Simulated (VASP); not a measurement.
# Cu (R-3m) in VASP: further runs

Cu is run at these levels: PBEsol; tasks: single point.

Program: VASP 6.6.1. These are calculated values, not measurements. Logs are shortened: lines on timing, memory, paths and dates and some standing lists are left out, and cuts for length are marked.

## (1) The cell of the first run

Symmetry: R-3m, No. 166, trigonal system. The conventional cell has a = 2.595 Å, b = 2.595 Å, c = 6.074 Å, α = 90.00°, β = 90.00°, γ = 120.00°. Within 3.3 Å of Cu (site symmetry -3m) lie 12 Cu at 2.52 to 2.59 Å.

## (2) Single point, PBEsol (equal xy, yz and zx shear strains of -3 %)

INCAR reads:

```
SYSTEM = Cu
PREC = Accurate ; ENCUT = 520
EDIFF = 1E-7 ; ISMEAR = -1
SIGMA = 0.08 ; LREAL = .FALSE.
LASPH = .TRUE. ; NELM = 60
ALGO = Normal ; ISIF = 2
LWAVE = .FALSE. ; LCHARG = .TRUE.
GGA = PS ; LELF = .TRUE.
LVHAR = .TRUE. ; NBANDS = 12
```

KPOINTS reads:

```
regular mesh
0
G
  19 19 19
  0 0 0
```

POSCAR reads:

```
Cu
1.0
   -0.0542250000      1.7803875000      1.7803875000
    1.7803875000     -0.0542250000      1.7803875000
    1.7803875000      1.7803875000     -0.0542250000
Cu
1
Direct
    0.0000000000      0.0000000000      0.0000000000
```

Potentials or basis: VASP PAW PBE potentials, release 64 (Cu).

Started as:

```
> cat potpaw_PBE.64/Cu/POTCAR > POTCAR
> mpirun -np 1 vasp_std > vasp.out
```

OUTCAR:

```text
SYSTEM = Cu
   PREC = Accurate
   ENCUT = 520
   EDIFF = 1E-7
   ISMEAR = -1
   LREAL = .FALSE.
   LASPH = .TRUE.
   NELM = 60
   ISIF = 2
   GGA = PS

 ion  position               nearest neighbor table
   1  0.000  0.000  0.000-

  LATTYP: Found a trigonal (rhomboedric) cell.
 ALAT       =     2.5184319826
 COS(alpha) =     0.4693254694

  Lattice vectors:

 A1 = (  -0.0542250000,   1.7803875000,   1.7803875000)
 A2 = (   1.7803875000,  -0.0542250000,   1.7803875000)
 A3 = (   1.7803875000,   1.7803875000,  -0.0542250000)

Analysis of symmetry for initial positions (statically):
=====================================================================
 Subroutine PRICEL returns:
 Original cell was already a primitive cell.

 Routine SETGRP: Setting up the symmetry group for a
 trigonal (rhombohedral) supercell.

 Subroutine GETGRP returns: Found 12 space group operations
 (whereof 12 operations were pure point group operations)
 out of a pool of 12 trial point group operations.

The static configuration has the point symmetry D_3d.

Analysis of symmetry for dynamics (positions and initial velocities):
=====================================================================
 Subroutine PRICEL returns:
 Original cell was already a primitive cell.

 Routine SETGRP: Setting up the symmetry group for a
 trigonal (rhombohedral) supercell.

 Subroutine GETGRP returns: Found 12 space group operations
 (whereof 12 operations were pure point group operations)
 out of a pool of 12 trial point group operations.

The dynamic configuration has the point symmetry D_3d.

 Subroutine INISYM returns: Found 12 space group operations
 (whereof 12 operations are pure point group operations),
 and found     1 'primitive' translations

----------------------------------------------------------------------------------------

                                     Primitive cell

  volume of cell :      11.8024

  direct lattice vectors                    reciprocal lattice vectors
    -0.054225000  1.780387500  1.780387500    -0.268322625  0.276751608  0.276751608
     1.780387500 -0.054225000  1.780387500     0.276751608 -0.268322625  0.276751608
     1.780387500  1.780387500 -0.054225000     0.276751608  0.276751608 -0.268322625

  length of vectors
     2.518431983  2.518431983  2.518431983     0.474531280  0.474531280  0.474531280

  position of ions in fractional coordinates (direct lattice)
     0.000000000  0.000000000  0.000000000

  ion indices of the primitive-cell ions
   primitive index   ion index
                 1           1

----------------------------------------------------------------------------------------

 KPOINTS: regular mesh

Automatic generation of k-mesh.
 Grid dimensions read from file:
 generate k-points for:   19   19   19

 Generating k-lattice:

  Cartesian coordinates                     Fractional coordinates (reciprocal lattice)
    -0.014122243  0.014565874  0.014565874     0.052631579  0.000000000 -0.000000000
     0.014565874 -0.014122243  0.014565874     0.000000000  0.052631579 -0.000000000
     0.014565874  0.014565874 -0.014122243     0.000000000  0.000000000  0.052631579

  Length of vectors
     0.024975331  0.024975331  0.024975331

  Shift w.r.t. Gamma in fractional coordinates (k-lattice)
     0.000000000  0.000000000  0.000000000

 Subroutine IBZKPT returns following result:
 ===========================================

 Found    670 irreducible k-points:

 Following reciprocal coordinates:
            Coordinates               Weight
  0.000000  0.000000  0.000000      1.000000
  0.052632  0.000000  0.000000      6.000000
  0.105263  0.000000  0.000000      6.000000
  0.157895  0.000000  0.000000      6.000000
  0.210526 -0.000000 -0.000000      6.000000
  0.263158  0.000000 -0.000000      6.000000
[... 16 lines left out ...]
 -0.315789  0.052632  0.000000     12.000000
 -0.263158  0.052632  0.000000     12.000000
 [... further k-points ...]
   k-points           NKPTS =    670   k-points in BZ     NKDIM =    670   number of bands    NBANDS=     12
   number of dos      NEDOS =    301   number of ions     NIONS =      1
   total plane-waves  NPLWV =   8000
   dimension x,y,z NGX =    20 NGY =   20 NGZ =   20
   dimension x,y,z NGXF=    40 NGYF=   40 NGZF=   40
   ions per type =               1
   NGX,Y,Z   is equivalent  to a cutoff of  13.20, 13.20, 13.20 a.u.
   NGXF,Y,Z  is equivalent  to a cutoff of  26.40, 26.40, 26.40 a.u.
 SYSTEM =  Cu
   PREC   = accura    normal or accurate (medium, high low for compatibility)
   ISTART =      0    job   : 0-new  1-cont  2-samecut
   ICHARG =      2    charge: 1-file 2-atom 10-const
   ISPIN  =      1    spin polarized calculation?
   LNONCOLLINEAR =      F non collinear calculations
   LSORBIT =      F    spin-orbit coupling
   LASPH  =      T    aspherical Exc in radial PAW
   ENCUT  =  520.0 eV  38.22 Ry    6.18 a.u.   4.68  4.68  4.68*2*pi/ulx,y,z
   NELM   =     60;   NELMIN=  2; NELMDL= -5     # of ELM steps
   EDIFF  = 0.1E-06   stopping-criterion for ELM
   LREAL  =      F    real-space projection
   EDIFFG = 0.1E-05   stopping-criterion for IOM
   NSW    =      0    number of steps for IOM
   IBRION =     -1    ionic relax: 0-MD 1-quasi-New 2-CG
   NFREE  =      0    steps in history (QN), initial steepest desc. (CG)
   ISIF   =      2    stress and relaxation
   ISYM   =      2    0-nonsym 1-usesym 2-fastsym
   POTIM  = 0.5000    time-step for ionic-motion
   TEBEG  =    0.0;   TEEND  =   0.0 temperature during run
   PSTRESS=    0.0 pullay stress
   NELECT =      11.0000    total number of electrons
   NUPDOWN=      -1.0000    fix difference up-down
   EMIN   =  10.00;   EMAX   =-10.00  energy-range for DOS
   EFERMI =   0.00;   METHOD = LEGACY
   ISMEAR =    -1;   SIGMA  =   0.08  broadening in eV -4-tet -1-fermi 0-gaus
   EFERMI_NEDOS =   21; number of points for ismear=-14 and -15
   IALGO  =     38    algorithm
   IMIX   =      4    mixing-type and parameters
     AMIX     =   0.40;   BMIX     =  1.00
     AMIX_MAG =   1.60;   BMIX_MAG =  1.00
  volume/ion in A,a.u.               =      11.80        79.65
  Fermi-wavevector in a.u.,A,eV,Ry     =   1.599126  3.021911 34.792893  2.557206
  Thomas-Fermi vector in A             =   2.696468
   LORBIT       =      0    0 simple, 1 ext, 2 COOP (PROOUT), +10 PAW based schemes
   GGA     = PS    functional components
   LHFCALC =     F    Hartree Fock is set to
   AEXX    =    0.0000 exact exchange contribution
   IVDW    =     0    specifies the selected vdW correction
   LEPSILON=     F    determine dielectric tensor
   LRPA    =     F    only Hartree local field effects (RPA)
 non-spin polarized calculation
  energy-cutoff  :      520.00
  volume of cell :       11.80
 maximum number of plane-waves:       325
   NGX =  9   NGY =  9   NGZ =  9

 number of electron      10.9999991 magnetization

 Free energy of the ion-electron system (eV)
  ---------------------------------------------------
  ext. energy  EPLUGINS =         0.00000000
  ---------------------------------------------------
  free energy    TOTEN  =        -4.29580108 eV

  energy without entropy =       -4.28921004  energy(sigma->0) =       -4.29250556

 E-fermi :   7.4249     XC(G=0): -12.9108

 val. band max:        7.4200406040   @ k =  -0.3158  -0.4211   0.0526
 cond. band min:       7.4383017167   @ k =  -0.4737   0.1053  -0.0000
 fundamental gap:      0.0182611127
 Fermi energy:         7.4249197252

 k-point     1 :       0.0000    0.0000    0.0000
  band No.  band energies     occupation
      1      -1.9849      2.00000
      2       4.2815      2.00000
      3       4.2815      2.00000
      4       4.5353      2.00000
      5       5.2223      2.00000
      6       5.2223      2.00000
      7      29.7643      0.00000
      8      31.8940      0.00000
      9      31.8940      0.00000
     10      34.3913      0.00000
     11      34.4939      0.00000
     12      34.4939      0.00000

 k-point     2 :       0.0526    0.0000    0.0000
  band No.  band energies     occupation
      1      -1.8860      2.00000
      2       4.2687      2.00000
      3       4.2960      2.00000
      4       4.5479      2.00000
      5       5.2160      2.00000
      6       5.2162      2.00000
      7      29.0443      0.00000
      8      30.8658      0.00000
      9      31.6208      0.00000
     10      33.8712      0.00000
     11      34.9133      0.00000
     12      35.7196      0.00000

 k-point     3 :       0.1053    0.0000    0.0000
  band No.  band energies     occupation
      1      -1.5921      2.00000
      2       4.2266      2.00000
      3       4.3334      2.00000
      4       4.5879      2.00000
      5       5.2032      2.00000
      6       5.2040      2.00000
      7      26.7122      0.00000
      8      30.4054      0.00000
      9      31.0860      0.00000
     10      33.2199      0.00000
     11      35.8598      0.00000
     12      36.4724      0.00000
[... 286 lines left out ...]
 k-point    23 :      -0.3158    0.0526    0.0000
  band No.  band energies     occupation
      1       1.3897      2.00000
      2       4.2507      2.00000
      3       4.3159      2.00000
      4       4.6135      2.00000
      5       5.4435      2.00000
      6       5.6621      2.00000
      7      15.7881      0.00000
      8      26.8530      0.00000
      9      30.0524      0.00000
     10      31.9352      0.00000
     11      33.4432      0.00000
     12      35.3105      0.00000

 k-point    24 :      -0.2632    0.0526    0.0000
  band No.  band energies     occupation
      1       0.6271      2.00000
      2       4.0700      2.00000
      3       4.3691      2.00000
      4       4.6627      2.00000
      5       5.2947      2.00000
      6       5.5087      2.00000
      7      18.1182      0.00000
      8      26.9787      0.00000
      9      30.5748      0.00000
     10      32.6897      0.00000
     11      34.1751      0.00000
     12      35.6525      0.00000

 [... further k-points ...]
[... 5 lines left out ...]
  --------------------------------------------------------------------------------------
  -------------------------------------------------------------------------------------
  Total       -0.3970969     -0.3970969     -0.3970969      0.1516256      0.1516256      0.1516256
  in kB      -53.9061533    -53.9061533    -53.9061533     20.5832688     20.5832688     20.5832688
  external PRESSURE =     -53.9061533 kB  Pullay stress =       0.0000000 kB

 VOLUME and BASIS-vectors are now :
 -----------------------------------------------------------------------------
  energy-cutoff  :      520.00
  volume of cell :       11.80
      direct lattice vectors                 reciprocal lattice vectors
    -0.054225000  1.780387500  1.780387500    -0.268322625  0.276751608  0.276751608
     1.780387500 -0.054225000  1.780387500     0.276751608 -0.268322625  0.276751608
     1.780387500  1.780387500 -0.054225000     0.276751608  0.276751608 -0.268322625

 POSITION                                       TOTAL-FORCE (eV/Angst)
 -----------------------------------------------------------------------------------
      0.00000      0.00000      0.00000         0.000000     -0.000000      0.000000
 -----------------------------------------------------------------------------------
    total drift:                               -0.000000     -0.000000     -0.000000

  FREE ENERGIE OF THE ION-ELECTRON SYSTEM (eV)
  ---------------------------------------------------
  free  energy   TOTEN  =        -4.2958010847 eV

  energy  without entropy=       -4.2892100415  energy(sigma->0) =       -4.29250556
```

It took 94 s on 1 thread of AMD EPYC 7R43 (Zen 3), shared host; peak memory 0.16 GiB.

Results:

```
Free energy : -4.2958 eV
Pressure    : -5.4 GPa
```

Caveat: the cell differs from its parent crystal (equal xy, yz and zx shear strains of -3 %); the PAW data sets were made with another functional, which shifts forces and pressure a little.

## (3) Single point, PBEsol (equal xy, yz and zx shear strains of -1 %)

INCAR reads:

```
SYSTEM = Cu
PREC = Accurate
ENCUT = 520
EDIFF = 1E-6
ISMEAR = -1
SIGMA = 0.08
LREAL = .FALSE.
LASPH = .TRUE.
NELM = 100
ALGO = Normal
ISIF = 2
LWAVE = .FALSE.
LCHARG = .FALSE.
GGA = PS
NBANDS = 12
```

KPOINTS is that of step 2.

POSCAR reads:

```
Cu
1.0
   -0.0180750000      1.7984625000      1.7984625000
    1.7984625000     -0.0180750000      1.7984625000
    1.7984625000      1.7984625000     -0.0180750000
Cu
1
Direct
    0.0000000000      0.0000000000      0.0000000000
```

Potentials or basis: VASP PAW PBE potentials, release 64 (Cu).

Started as:

```
> cat potpaw_PBE.64/Cu/POTCAR > POTCAR
> mpirun -np 1 vasp_std > vasp.out
```

Run time: 90 s. Hardware: 1 thread of AMD EPYC 7R43 (Zen 3), shared host; peak memory 0.16 GiB.

The run converged. Its results:

- Free energy: -4.3017 eV
- Pressure: -5.8 GPa

Stress tensor (GPa, compression positive):
```
-5.79  0.69  0.69
 0.69 -5.79  0.69
 0.69  0.69 -5.79
```

Levels at points of the mesh, in eV from the Fermi level:
```
           k point  band 4  band 5  band 6  band 7  band 8  band 9
(0.00, 0.00, 0.00)   -3.01   -2.23   -2.23   22.52   24.92   24.92
```

Caveat: the cell differs from its parent crystal (equal xy, yz and zx shear strains of -1 %); the PAW data sets were made with another functional, which shifts forces and pressure a little.

[end of part 1 of 2]
